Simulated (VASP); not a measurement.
The system is Al2InAs3.

```
Al In As
1.0
    -1.96295    1.96295    8.32807
     1.96295   -1.96295    8.32807
     1.96295    1.96295   -8.32807
Al In As
2 1 3
Direct
  0.66667 0.66667 0.00000
  0.33333 0.33333 0.00000
  0.00000 0.00000 0.00000
  0.91667 0.41667 0.50000
  0.25000 0.75000 0.50000
  0.58333 0.08333 0.50000
```

```yaml
Program: VASP 6.6.1
Task: relaxation of cell and atoms
Functional: PBE
Potentials_or_basis: VASP PAW PBE potentials, release 64 (Al, In_d, As)
Cutoff: 600 eV
k_mesh: 6 × 6 × 6
Occupations: gaussian, width 0.1 eV
Spin: no spin polarisation
```

At the start: pressure 16.5 GPa; volume 21.39 Å³/atom.

Where does the relaxation end?

Over 9 steps the energy falls by 227.0 meV/atom and the volume is 25.38 Å³/atom (+18.6 %); space group I-4m2 (No. 119, to 0.1 Å) before and after.

The path:
```csv
step,energy change (eV),largest force (eV/Å),pressure (GPa),volume (Å³)
1,0.0000,2.3298,16.47,128.36
2,-0.8836,0.4630,-5.79,173.68
3,-1.2764,0.6227,-0.56,154.45
4,-1.2763,0.6443,-0.36,153.89
5,-1.3193,0.4129,-0.08,152.90
6,-1.3548,0.2217,0.62,150.82
7,-1.3606,0.0543,-0.34,153.20
8,-1.3613,0.0599,-0.11,152.61
9,-1.3618,0.0104,0.03,152.25
```

Final structure:
```cif
data_structure
_symmetry_space_group_name_H-M 'P 1'
_symmetry_Int_Tables_number 1
_cell_length_a 9.2991
_cell_length_b 9.2991
_cell_length_c 9.2991
_cell_angle_alpha 154.187
_cell_angle_beta 154.187
_cell_angle_gamma 36.827
_cell_volume 152.25
loop_
_atom_site_label
_atom_site_type_symbol
_atom_site_fract_x
_atom_site_fract_y
_atom_site_fract_z
_atom_site_occupancy
Al1 Al 0.67074 0.67074 0.00000 1
Al2 Al 0.32926 0.32926 0.00000 1
In1 In 0.00000 0.00000 0.00000 1
As1 As 0.90726 0.40725 0.50000 1
As2 As 0.25000 0.75000 0.50000 1
As3 As 0.59275 0.09275 0.50000 1
```

Caveat: the volume moved by over 15 % at a fixed basis, so the end points are rough.
